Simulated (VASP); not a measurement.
Input of a VASP 6.6.1 run:

The input INCAR:

```
PREC = Accurate ; ENCUT = 520
EDIFF = 1E-6 ; ISMEAR = -1
SIGMA = 0.08 ; LREAL = False
LASPH = True ; NELM = 100
ALGO = Normal ; ISIF = 2
LWAVE = False ; LCHARG = True
GGA = PS ; LELF = True
LVHAR = True ; NBANDS = 9
```

Contents of KPOINTS:

```
Automatic mesh
0
Gamma
  13 13 13
```

File POSCAR:

```
Te
1.0
    2.8997080864      0.0000000000      0.0000000000
    0.0000000000      2.8997080864      0.0000000000
    0.0000000000      0.0000000000      2.8997080864
Te
1
Direct
    0.0000000000      0.0000000000      0.0000000000
```

Potentials or basis: VASP PAW PBE potentials, release 64 (Te).

Command:

```bash
$ cat potpaw_PBE.64/Te/POTCAR > POTCAR
$ mpirun -np 1 vasp_std > vasp.out
```

(1) Predict the pressure.

(2) What does it give for the band gap on the k mesh?

## Answers

(1) 26.1 GPa.

(2) zero (band 3 reaches 14.44 eV, above the bottom of band 4 at 6.85 eV).

Caveat: the PAW data sets were made with another functional, which shifts forces and pressure a little; spin-orbit coupling is left out, which moves the levels of the heavy elements.
